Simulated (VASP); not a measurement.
## TaAs: single point with r2SCAN

TaAs:

```
CELL_PARAMETERS angstrom
-1.72094 1.72094 5.85629
1.72094 -1.72094 5.85629
1.72094 1.72094 -5.85629
ATOMIC_POSITIONS crystal
Ta 0.50002 0.00002 0.50000
Ta 0.75002 0.75002 0.00000
As 0.08258 0.58258 0.50000
As 0.33258 0.33258 0.00000
```

```yaml
Program: VASP 6.6.1
Task: single point
Functional: r2SCAN
Potentials_or_basis: VASP PAW PBE potentials, release 64 (Ta_pv, As)
Cutoff: 520 eV
k_mesh: 18 × 18 × 18
Occupations: gaussian, width 0.1 eV
Spin: no spin polarisation
Dipole_correction: no
Further_INCAR_settings: ALGO = Normal; EDIFF = 1e-06; NBANDS = 24
```

```
Pressure               : 0.5 GPa
Band gap on the k mesh : zero (bands 16 and 17 overlap by 0.05 eV)
```

Stress tensor (GPa, compression positive):
```
0.54 0.00 0.00
0.00 0.54 0.00
0.00 0.00 0.44
```

Levels at points of the mesh, in eV from the Fermi level:
```tsv
k point	band 12	band 13	band 14	band 15	band 16	band 17	band 18	band 19	band 20	band 21
(0.00, 0.00, 0.00)	-2.68	-2.47	-2.05	-1.80	-1.80	0.95	1.65	2.49	3.21	3.21
(0.50, 0.00, 0.00)	-3.67	-2.63	-2.52	-1.67	-0.33	0.14	1.45	2.42	2.62	3.25
(0.50, 0.50, 0.00)	-5.38	-3.46	-3.46	-1.27	-1.27	3.00	3.00	3.23	3.23	4.05
(0.50, 0.50, 0.50)	-3.09	-2.91	-2.91	-1.11	-1.11	1.28	1.28	2.42	2.42	3.32
```

It took 2.6 h on 1 thread of Oxide Virtual Turin-like Processor (shared host), peak memory 0.87 GiB.

Caveat: the PAW data sets were made with another functional, which shifts forces and pressure a little; spin-orbit coupling is left out, which moves the levels of the heavy elements.
